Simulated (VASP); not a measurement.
# SnSe2 (Fm-3m) in VASP: a series of runs

Runs on SnSe2. Level: PBEsol. Tasks: single point, relaxation of cell and atoms.

All numbers are computed with VASP 6.6.1; they aren't measurements. Logs are shortened: lines on timing, memory, paths and dates and some standing lists are left out, and cuts for length are marked.

## (1) The cell of the first run

Symmetry: Fm-3m, No. 225, cubic system. Conventional cell: a = 6.758 Å, b = 6.758 Å, c = 6.758 Å, α = 90.00°, β = 90.00°, γ = 90.00°. Sn (site symmetry m-3m) has 8 Se at 2.93 Å within 3.9 Å. Within 3.9 Å of Se (site symmetry -43m) lie 4 Sn at 2.93 Å and 6 Se at 3.38 Å.

## (2) Single point, PBEsol

INCAR

```
ALGO = Normal ; EDIFF = 1E-6
ENCUT = 520 ; GGA = PS
ISIF = 2 ; ISMEAR = -1
LASPH = T ; LCHARG = F
LREAL = F ; LWAVE = F
NBANDS = 20 ; NELM = 80
PREC = Accurate ; SIGMA = 0.03
```

KPOINTS

```
k-points
0
Gamma
  6 6 6
```

POSCAR

```
SnSe2
1.0
    0.0000000000      3.3791101198      3.3791101198
    3.3791101198      0.0000000000      3.3791101198
    3.3791101198      3.3791101198      0.0000000000
Sn Se
1 2
Direct
    0.0000000000      0.0000000000      0.0000000000
    0.2500000000      0.2500000000      0.2500000000
    0.7500000000      0.7500000000      0.7500000000
```

Potentials or basis: VASP PAW PBE potentials, release 64 (Sn_d, Se).

Launch:

```
cat potpaw_PBE.64/Sn_d/POTCAR potpaw_PBE.64/Se/POTCAR > POTCAR
mpirun -np 1 vasp_std > vasp.out
```

OUTCAR:

```text
EDIFF = 1E-6
   ENCUT = 520
   GGA = PS
   ISIF = 2
   ISMEAR = -1
   LASPH = T
   LREAL = F
   NELM = 80
   PREC = Accurate

 ion  position               nearest neighbor table
   1  0.000  0.000  0.000-   3 2.93   3 2.93   3 2.93   2 2.93   3 2.93   2 2.93   2 2.93   2 2.93

   2  0.250  0.250  0.250-   1 2.93   1 2.93   1 2.93   1 2.93
   3  0.750  0.750  0.750-   1 2.93   1 2.93   1 2.93   1 2.93

  LATTYP: Found a face centered cubic cell.
 ALAT       =     6.7582202396

  Lattice vectors:

 A1 = (   0.0000000000,   3.3791101198,   3.3791101198)
 A2 = (   3.3791101198,   0.0000000000,   3.3791101198)
 A3 = (   3.3791101198,   3.3791101198,   0.0000000000)

Analysis of symmetry for initial positions (statically):
=====================================================================
 Subroutine PRICEL returns:
 Original cell was already a primitive cell.

 Routine SETGRP: Setting up the symmetry group for a
 face centered cubic supercell.

 Subroutine GETGRP returns: Found 48 space group operations
 (whereof 48 operations were pure point group operations)
 out of a pool of 48 trial point group operations.

The static configuration has the point symmetry O_h .

Analysis of symmetry for dynamics (positions and initial velocities):
=====================================================================
 Subroutine PRICEL returns:
 Original cell was already a primitive cell.

 Routine SETGRP: Setting up the symmetry group for a
 face centered cubic supercell.

 Subroutine GETGRP returns: Found 48 space group operations
 (whereof 48 operations were pure point group operations)
 out of a pool of 48 trial point group operations.

The dynamic configuration has the point symmetry O_h .

 Subroutine INISYM returns: Found 48 space group operations
 (whereof 48 operations are pure point group operations),
 and found     1 'primitive' translations

----------------------------------------------------------------------------------------

                                     Primitive cell

  volume of cell :      77.1680

  direct lattice vectors                    reciprocal lattice vectors
     0.000000000  3.379110120  3.379110120    -0.147967951  0.147967951  0.147967951
     3.379110120  0.000000000  3.379110120     0.147967951 -0.147967951  0.147967951
     3.379110120  3.379110120  0.000000000     0.147967951  0.147967951 -0.147967951

  length of vectors
     4.778783360  4.778783360  4.778783360     0.256288009  0.256288009  0.256288009

  position of ions in fractional coordinates (direct lattice)
     0.000000000  0.000000000  0.000000000
     0.250000000  0.250000000  0.250000000
     0.750000000  0.750000000  0.750000000

  ion indices of the primitive-cell ions
   primitive index   ion index
                 1           1
                 2           2
                 3           3

----------------------------------------------------------------------------------------

 KPOINTS: k-points

Automatic generation of k-mesh.
 Grid dimensions read from file:
 generate k-points for:    6    6    6

 Generating k-lattice:

  Cartesian coordinates                     Fractional coordinates (reciprocal lattice)
    -0.024661325  0.024661325  0.024661325     0.166666667  0.000000000  0.000000000
     0.024661325 -0.024661325  0.024661325     0.000000000  0.166666667  0.000000000
     0.024661325  0.024661325 -0.024661325     0.000000000  0.000000000  0.166666667

  Length of vectors
     0.042714668  0.042714668  0.042714668

  Shift w.r.t. Gamma in fractional coordinates (k-lattice)
     0.000000000  0.000000000  0.000000000

 Subroutine IBZKPT returns following result:
 ===========================================

 Found     16 irreducible k-points:

 Following reciprocal coordinates:
            Coordinates               Weight
  0.000000  0.000000  0.000000      1.000000
  0.166667  0.000000  0.000000      8.000000
  0.333333  0.000000  0.000000      8.000000
  0.500000  0.000000  0.000000      4.000000
  0.166667  0.166667  0.000000      6.000000
  0.333333  0.166667  0.000000     24.000000
[... 8 lines left out ...]
 -0.333333  0.333333  0.166667     24.000000
 -0.333333  0.500000  0.166667     12.000000
   k-points           NKPTS =     16   k-points in BZ     NKDIM =     16   number of bands    NBANDS=     20
   number of dos      NEDOS =    301   number of ions     NIONS =      3
   total plane-waves  NPLWV =  46656
   dimension x,y,z NGX =    36 NGY =   36 NGZ =   36
   dimension x,y,z NGXF=    72 NGYF=   72 NGZF=   72
   ions per type =               1   2
   NGX,Y,Z   is equivalent  to a cutoff of  12.52, 12.52, 12.52 a.u.
   NGXF,Y,Z  is equivalent  to a cutoff of  25.05, 25.05, 25.05 a.u.
 SYSTEM =  unknown system
   PREC   = accura    normal or accurate (medium, high low for compatibility)
   ISTART =      0    job   : 0-new  1-cont  2-samecut
   ICHARG =      2    charge: 1-file 2-atom 10-const
   ISPIN  =      1    spin polarized calculation?
   LNONCOLLINEAR =      F non collinear calculations
   LSORBIT =      F    spin-orbit coupling
   LASPH  =      T    aspherical Exc in radial PAW
   ENCUT  =  520.0 eV  38.22 Ry    6.18 a.u.   8.89  8.89  8.89*2*pi/ulx,y,z
   NELM   =     80;   NELMIN=  2; NELMDL= -5     # of ELM steps
   EDIFF  = 0.1E-05   stopping-criterion for ELM
   LREAL  =      F    real-space projection
   EDIFFG = 0.1E-04   stopping-criterion for IOM
   NSW    =      0    number of steps for IOM
   IBRION =     -1    ionic relax: 0-MD 1-quasi-New 2-CG
   NFREE  =      0    steps in history (QN), initial steepest desc. (CG)
   ISIF   =      2    stress and relaxation
   ISYM   =      2    0-nonsym 1-usesym 2-fastsym
   POTIM  = 0.5000    time-step for ionic-motion
   TEBEG  =    0.0;   TEEND  =   0.0 temperature during run
   PSTRESS=    0.0 pullay stress
   NELECT =      26.0000    total number of electrons
   NUPDOWN=      -1.0000    fix difference up-down
   EMIN   =  10.00;   EMAX   =-10.00  energy-range for DOS
   EFERMI =   0.00;   METHOD = LEGACY
   ISMEAR =    -1;   SIGMA  =   0.03  broadening in eV -4-tet -1-fermi 0-gaus
   EFERMI_NEDOS =   21; number of points for ismear=-14 and -15
   IALGO  =     38    algorithm
   IMIX   =      4    mixing-type and parameters
     AMIX     =   0.40;   BMIX     =  1.00
     AMIX_MAG =   1.60;   BMIX_MAG =  1.00
  volume/ion in A,a.u.               =      25.72       173.59
  Fermi-wavevector in a.u.,A,eV,Ry     =   1.139166  2.152711 17.656263  1.297699
  Thomas-Fermi vector in A             =   2.275870
   LORBIT       =      0    0 simple, 1 ext, 2 COOP (PROOUT), +10 PAW based schemes
   GGA     = PS    functional components
   LHFCALC =     F    Hartree Fock is set to
   AEXX    =    0.0000 exact exchange contribution
   IVDW    =     0    specifies the selected vdW correction
   LEPSILON=     F    determine dielectric tensor
   LRPA    =     F    only Hartree local field effects (RPA)
 non-spin polarized calculation
  energy-cutoff  :      520.00
  volume of cell :       77.17
 maximum number of plane-waves:      2092
   NGX = 17   NGY = 17   NGZ = 17

 number of electron      26.0000007 magnetization

 Free energy of the ion-electron system (eV)
  ---------------------------------------------------
  ext. energy  EPLUGINS =         0.00000000
  ---------------------------------------------------
  free energy    TOTEN  =       -11.71770678 eV

  energy without entropy =      -11.70093054  energy(sigma->0) =      -11.70931866

 E-fermi :   4.6924     XC(G=0):  -9.7593

 val. band max:        4.6841221363   @ k =  -0.3333   0.3333   0.1667
 cond. band min:       4.7141497410   @ k =   0.3333   0.1667   0.0000
 fundamental gap:      0.0300276047
 Fermi energy:         4.6923966142

 k-point     1 :       0.0000    0.0000    0.0000
  band No.  band energies     occupation
      1     -16.6164      2.00000
      2     -16.6164      2.00000
      3     -16.6164      2.00000
      4     -16.5957      2.00000
      5     -16.5957      2.00000
      6      -9.5641      2.00000
[... 12 lines left out ...]
     19      10.5316      0.00000
     20      11.1136      0.00000

 k-point     2 :       0.1667    0.0000    0.0000
  band No.  band energies     occupation
      1     -16.6183      2.00000
      2     -16.6152      2.00000
      3     -16.6152      2.00000
      4     -16.5956      2.00000
      5     -16.5956      2.00000
      6      -9.3808      2.00000
[... 12 lines left out ...]
     19      11.2315      0.00000
     20      12.0136      0.00000

 k-point     3 :       0.3333    0.0000    0.0000
  band No.  band energies     occupation
      1     -16.6222      2.00000
      2     -16.6132      2.00000
      3     -16.6132      2.00000
      4     -16.5952      2.00000
      5     -16.5952      2.00000
      6      -8.8584      2.00000
[... 12 lines left out ...]
     19      12.5887      0.00000
     20      12.5887      0.00000

 k-point     4 :       0.5000    0.0000    0.0000
  band No.  band energies     occupation
      1     -16.6242      2.00000
      2     -16.6123      2.00000
      3     -16.6123      2.00000
      4     -16.5948      2.00000
      5     -16.5948      2.00000
      6      -8.1520      2.00000
[... 12 lines left out ...]
     19      12.3609      0.00000
     20      12.3609      0.00000

 k-point     5 :       0.1667    0.1667    0.0000
  band No.  band energies     occupation
      1     -16.6202      2.00000
      2     -16.6141      2.00000
      3     -16.6141      2.00000
      4     -16.5963      2.00000
      5     -16.5950      2.00000
      6      -9.3252      2.00000
[... 12 lines left out ...]
     19      11.6950      0.00000
     20      12.4293      0.00000

 k-point     6 :       0.3333    0.1667    0.0000
  band No.  band energies     occupation
      1     -16.6230      2.00000
      2     -16.6130      2.00000
      3     -16.6119      2.00000
      4     -16.5965      2.00000
      5     -16.5945      2.00000
      6      -8.9341      2.00000
[... 12 lines left out ...]
     19      12.2227      0.00000
     20      13.1621      0.00000

 k-point     7 :       0.5000    0.1667    0.0000
  band No.  band energies     occupation
      1     -16.6231      2.00000
      2     -16.6139      2.00000
      3     -16.6109      2.00000
      4     -16.5958      2.00000
      5     -16.5945      2.00000
      6      -8.2949      2.00000
[... 12 lines left out ...]
     19      12.6334      0.00000
     20      14.0303      0.00000

 k-point     8 :      -0.3333    0.1667    0.0000
  band No.  band energies     occupation
      1     -16.6215      2.00000
      2     -16.6147      2.00000
      3     -16.6118      2.00000
      4     -16.5954      2.00000
      5     -16.5951      2.00000
      6      -8.5049      2.00000
[... 12 lines left out ...]
     19      13.4225      0.00000
     20      13.5385      0.00000

 k-point     9 :      -0.1667    0.1667    0.0000
  band No.  band energies     occupation
      1     -16.6201      2.00000
      2     -16.6142      2.00000
      3     -16.6139      2.00000
      4     -16.5959      2.00000
      5     -16.5951      2.00000
      6      -9.0893      2.00000
[... 12 lines left out ...]
     19      12.3526      0.00000
     20      12.6078      0.00000

 k-point    10 :       0.3333    0.3333    0.0000
  band No.  band energies     occupation
      1     -16.6280      2.00000
      2     -16.6095      2.00000
      3     -16.6095      2.00000
      4     -16.5975      2.00000
      5     -16.5937      2.00000
      6      -8.7321      2.00000
[... 12 lines left out ...]
     19      12.1738      0.00000
     20      14.2765      0.00000

 k-point    11 :       0.5000    0.3333    0.0000
  band No.  band energies     occupation
      1     -16.6280      2.00000
      2     -16.6103      2.00000
      3     -16.6083      2.00000
      4     -16.5975      2.00000
      5     -16.5936      2.00000
      6      -8.3402      2.00000
[... 12 lines left out ...]
     19      12.6250      0.00000
     20      13.9174      0.00000

 k-point    12 :      -0.3333    0.3333    0.0000
  band No.  band energies     occupation
      1     -16.6220      2.00000
      2     -16.6156      2.00000
      3     -16.6093      2.00000
      4     -16.5964      2.00000
      5     -16.5946      2.00000
      6      -7.9705      2.00000
[... 12 lines left out ...]
     19      14.2663      0.00000
     20      14.3342      0.00000

 k-point    13 :       0.5000    0.5000    0.0000
  band No.  band energies     occupation
      1     -16.6318      2.00000
      2     -16.6072      2.00000
      3     -16.6072      2.00000
      4     -16.5982      2.00000
      5     -16.5930      2.00000
      6      -8.3341      2.00000
[... 12 lines left out ...]
     19      12.2176      0.00000
     20      13.2792      0.00000

 k-point    14 :       0.5000    0.3333    0.1667
  band No.  band energies     occupation
      1     -16.6236      2.00000
      2     -16.6139      2.00000
      3     -16.6098      2.00000
      4     -16.5967      2.00000
      5     -16.5943      2.00000
      6      -8.5079      2.00000
[... 12 lines left out ...]
     19      12.8334      0.00000
     20      13.8009      0.00000

 k-point    15 :      -0.3333    0.3333    0.1667
  band No.  band energies     occupation
      1     -16.6206      2.00000
      2     -16.6178      2.00000
      3     -16.6086      2.00000
      4     -16.5964      2.00000
      5     -16.5945      2.00000
      6      -7.9624      2.00000
[... 12 lines left out ...]
     19      13.2868      0.00000
     20      14.0212      0.00000

 k-point    16 :      -0.3333    0.5000    0.1667
  band No.  band energies     occupation
      1     -16.6258      2.00000
      2     -16.6135      2.00000
      3     -16.6072      2.00000
      4     -16.5973      2.00000
      5     -16.5939      2.00000
      6      -8.1229      2.00000
[... 12 lines left out ...]
     19      13.3557      0.00000
     20      13.3821      0.00000

------------------------ aborting loop because EDIFF is reached ----------------------------------------

  FORCE on cell =-STRESS in cart. coord.  units (eV):
  Direction    XX          YY          ZZ          XY          YZ          ZX
  --------------------------------------------------------------------------------------
  -------------------------------------------------------------------------------------
  Total        0.0175504      0.0175504      0.0175504      0.0000000      0.0000000      0.0000000
  in kB        0.3643844      0.3643844      0.3643844      0.0000000      0.0000000      0.0000000
  external PRESSURE =       0.3643844 kB  Pullay stress =       0.0000000 kB

 VOLUME and BASIS-vectors are now :
 -----------------------------------------------------------------------------
  energy-cutoff  :      520.00
  volume of cell :       77.17
      direct lattice vectors                 reciprocal lattice vectors
     0.000000000  3.379110120  3.379110120    -0.147967951  0.147967951  0.147967951
     3.379110120  0.000000000  3.379110120     0.147967951 -0.147967951  0.147967951
     3.379110120  3.379110120  0.000000000     0.147967951  0.147967951 -0.147967951

 POSITION                                       TOTAL-FORCE (eV/Angst)
 -----------------------------------------------------------------------------------
      0.00000      0.00000      0.00000         0.000000     -0.000000     -0.000000
      1.68956      1.68956      1.68956         0.000000      0.000000      0.000000
      5.06867      5.06867      5.06867        -0.000000     -0.000000     -0.000000
 -----------------------------------------------------------------------------------
    total drift:                               -0.000000      0.000000      0.000000

  FREE ENERGIE OF THE ION-ELECTRON SYSTEM (eV)
  ---------------------------------------------------
  free  energy   TOTEN  =       -11.7177067814 eV

  energy  without entropy=      -11.7009305366  energy(sigma->0) =      -11.70931866
```

Wall time 52 s (1 thread of AMD EPYC, shared host); peak memory 0.17 GiB.

What came out:

- Free energy: -11.7177 eV
- Pressure: 0.0 GPa
- Band gap on the k mesh: zero (band 13 reaches 5.01 eV, above the bottom of band 14 at 3.15 eV)

Caveat: the PAW data sets were made with another functional, which shifts forces and pressure a little; spin-orbit coupling is left out, which moves the levels of the heavy elements.

## (3) Relaxation of cell and atoms, PBEsol

This run uses another cell than the first one, of 22.76 Å³/atom, 0.885 times its volume.

INCAR

```
PREC = Accurate ; ENCUT = 600
EDIFF = 1E-6 ; ISMEAR = -1
SIGMA = 0.03 ; LREAL = F
LASPH = T ; NELM = 80
ALGO = Normal ; ISIF = 3
LWAVE = F ; LCHARG = F
GGA = PS ; IBRION = 2
NSW = 100 ; EDIFFG = -0.01
```

KPOINTS

```
regular mesh
0
Gamma
  6 6 6
```

POSCAR

```
SnSe2
1.0
    0.0000000000      3.2439730379      3.2439730379
    3.2439730379      0.0000000000      3.2439730379
    3.2439730379      3.2439730379      0.0000000000
Sn Se
1 2
Direct
    0.0000000000      0.0000000000      0.0000000000
    0.2500000000      0.2500000000      0.2500000000
    0.7500000000      0.7500000000      0.7500000000
```

Potentials or basis: VASP PAW PBE potentials, release 64 (Sn_d, Se).

Launch:

```
cat potpaw_PBE.64/Sn_d/POTCAR potpaw_PBE.64/Se/POTCAR > POTCAR
mpirun -np 1 vasp_std > vasp.out
```

Wall time 2.1 min (1 thread of AMD EPYC, shared host); peak memory 0.22 GiB.

Results (log left out):

```yaml
Free_energy: -11.7170 eV
Relaxed_volume: 25.74 Å³/atom
Relaxed_cell: a = 4.780 Å, b = 4.780 Å, c = 4.780 Å, α = 60.00°, β = 60.00°, γ = 60.00°
Space_group_after_relaxing_to_0.05_Å: Fm-3m (No. 225)
Energy_gained_by_relaxing: 75.9 meV/atom
Ionic_steps: 3
Pressure_after_relaxing: -0.1 GPa
Band_gap_on_the_k_mesh: zero (band 13 reaches 5.00 eV, above the bottom of band 14 at 3.15 eV)
```

The path:
```tsv
step	energy change (eV)	largest force (eV/Å)	pressure (GPa)	volume (Å³)
1	0.0000	0.0000	9.15	68.27
2	-0.1846	0.0000	-2.74	81.94
3	-0.2276	0.0000	-0.05	77.23
```

Final structure:
```xyz
3
Lattice="0.0000 3.3799 3.3799 3.3799 0.0000 3.3799 3.3799 3.3799 0.0000" Properties=species:S:1:pos:R:3 pbc="T T T"
Sn    0.0000    0.0000    0.0000
Se    1.6900    1.6900    1.6900
Se    5.0699    5.0699    5.0699
```

Levels at points of the mesh, in eV from the Fermi level:
```
           k point  band 9  band 10  band 11  band 12  band 13  band 14  band 15  band 16  band 17
(0.00, 0.00, 0.00)   -2.97    -2.97    -2.97    -1.54    -1.54    -1.54     1.92     1.92     1.92
(0.50, 0.00, 0.00)   -3.32    -3.32    -3.05    -2.16    -2.16     1.16     4.08     4.08     5.70
(0.50, 0.50, 0.00)   -4.82    -4.82    -1.31     0.20     0.20     0.72     2.62     5.43     5.43
```

Caveat: the PAW data sets were made with another functional, which shifts forces and pressure a little; spin-orbit coupling is left out, which moves the levels of the heavy elements.
